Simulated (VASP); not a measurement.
## CaO: single point with HSE06

The system is CaO.

```xyz
2
Lattice="2.7520 0.0000 0.0000 0.0000 2.9032 0.0000 0.0000 0.0000 2.9032" Properties=species:S:1:pos:R:3 pbc="T T T"
Ca    0.0000    0.0000    0.0000
O     1.3760    1.4516    1.4516
```

This cell differs from its parent crystal: uniaxial x strain -5.2%.

```yaml
Program: VASP 6.6.1
Task: single point
Functional: HSE06
Potentials_or_basis: VASP PAW PBE potentials, release 64 (Ca_sv, O)
Cutoff: 520 eV
k_mesh: 6 × 6 × 6
Occupations: gaussian, width 0.01 eV
Spin: no spin polarisation
Dipole_correction: no
Grid_for_exact_exchange_PRECFOCK: Normal
Further_INCAR_settings: ALGO = Normal; EDIFF = 1e-06; NBANDS = 15
Screening_parameter: 0.2079 1/Å
```

| Property | Result |
| --- | --- |
| Pressure | 8.8 GPa |
| Band gap on the k mesh | 4.09 eV, indirect (least direct gap 4.38 eV) |

Stress tensor (GPa, compression positive):
```
24.47  0.00  0.00
 0.00  0.92  0.00
 0.00  0.00  0.92
```

Levels at points of the mesh, in eV from the valence-band top:
```csv
k point,band 5,band 6,band 7,band 8,band 9,band 10,band 11,band 12
"(0.00, 0.00, 0.00)",-18.52,-0.80,-0.80,-0.29,4.09,4.12,7.16,10.46
"(0.50, 0.00, 0.00)",-16.88,-4.59,-1.34,-1.34,5.63,9.73,9.99,9.99
"(0.00, 0.50, 0.00)",-16.89,-4.59,-1.48,-0.76,5.21,9.09,10.57,10.58
"(0.50, 0.50, 0.00)",-17.66,-2.81,-2.58,-0.42,5.61,6.10,7.96,8.51
"(0.00, 0.50, 0.50)",-17.84,-2.71,-2.71,0.00,5.17,7.02,8.94,8.94
"(0.50, 0.50, 0.50)",-17.06,-4.23,-4.23,-4.23,9.94,9.94,10.50,12.39
```

Run time: 31 min on 1 thread of Intel(R) Xeon(R) 6975P-C (Granite Rapids), with other jobs on the host, peak memory 0.25 GiB.

Caveat: the cell differs from its parent crystal (uniaxial x strain -5.2%); the PAW data sets were made with another functional, which shifts forces and pressure a little. A k mesh can miss the band edges.
